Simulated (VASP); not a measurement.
A run of VASP 6.6.1 is set up as follows.

INCAR

```
SYSTEM = Be
ALGO = Normal
EDIFF = 1E-6
ENCUT = 520
GGA = PS
ISIF = 2
ISMEAR = 1
LASPH = .True.
LCHARG = .True.
LELF = .True.
LREAL = .False.
LVHAR = .True.
LWAVE = .False.
NBANDS = 7
NELM = 60
PREC = Accurate
SIGMA = 0.05
```

KPOINTS

```
k-points
0
Gamma
  10 10 10
  0 0 0
```

The input POSCAR:

```
Be
1.0
    2.1643229231      0.0000000000      0.0000000000
    0.0000000000      2.1643229231      0.0000000000
    0.0000000000      0.0000000000      2.1643229231
Be
1
Direct
    0.0000000000      0.0000000000      0.0000000000
```

Potentials or basis: VASP PAW PBE potentials, release 64 (Be).

Command:

```console
$ cat potpaw_PBE.64/Be/POTCAR > POTCAR
$ mpirun -np 1 vasp_std > vasp.out
```

Question: What does it give for the pressure?

Answer: 0.2 GPa.

Question: Predict the band gap on the k mesh.

Answer: Zero (bands 1 and 2 overlap by 7.16 eV).

Caveat: the PAW data sets were made with another functional, which shifts forces and pressure a little.
